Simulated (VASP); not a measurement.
Here is a VASP 6.6.1 calculation.

File INCAR:

```
PREC = Accurate ; ENCUT = 700
EDIFF = 1E-7 ; ISMEAR = -1
SIGMA = 0.05 ; LREAL = F
LASPH = T ; NELM = 120
ALGO = Normal ; ISIF = 3
LWAVE = F ; LCHARG = F
IBRION = 2 ; NSW = 60
EDIFFG = -0.005 ; GGA_COMPAT = F
NELMIN = 4
```

KPOINTS

```
Automatic mesh
0
Gamma
  18 18 18
```

The input POSCAR:

```
Cu
1.0
    0.0000000000      1.8074791684      1.8074791684
    1.8074791684      0.0000000000      1.8074791684
    1.8074791684      1.8074791684      0.0000000000
Cu
1
Direct
    0.0000000000      0.0000000000      0.0000000000
```

Potentials or basis: VASP PAW LDA potentials, release 64 (Cu_sv_GW).

Command:

```sh
$ cat potpaw_LDA.64/Cu_sv_GW/POTCAR > POTCAR
$ mpirun -np 1 vasp_std > vasp.out
```

Task: Predict the space group after relaxing (to 0.05 Å).

Result: Fm-3m (No. 225).

Task: What does it give for the relaxed cell?

Result: a = 2.474 Å, b = 2.474 Å, c = 2.474 Å, α = 60.00°, β = 60.00°, γ = 60.00°.

The path:
```csv
step,energy change (eV),largest force (eV/Å),pressure (GPa),volume (Å³)
1,0.0000,0.0000,-16.69,11.81
2,-0.0048,0.0000,23.18,9.83
3,-0.0635,0.0000,-0.21,10.72
4,-0.0635,0.0000,0.12,10.70
5,-0.0635,0.0000,-0.10,10.71
6,-0.0635,0.0000,0.11,10.71
7,-0.0635,0.0000,-0.06,10.71
```
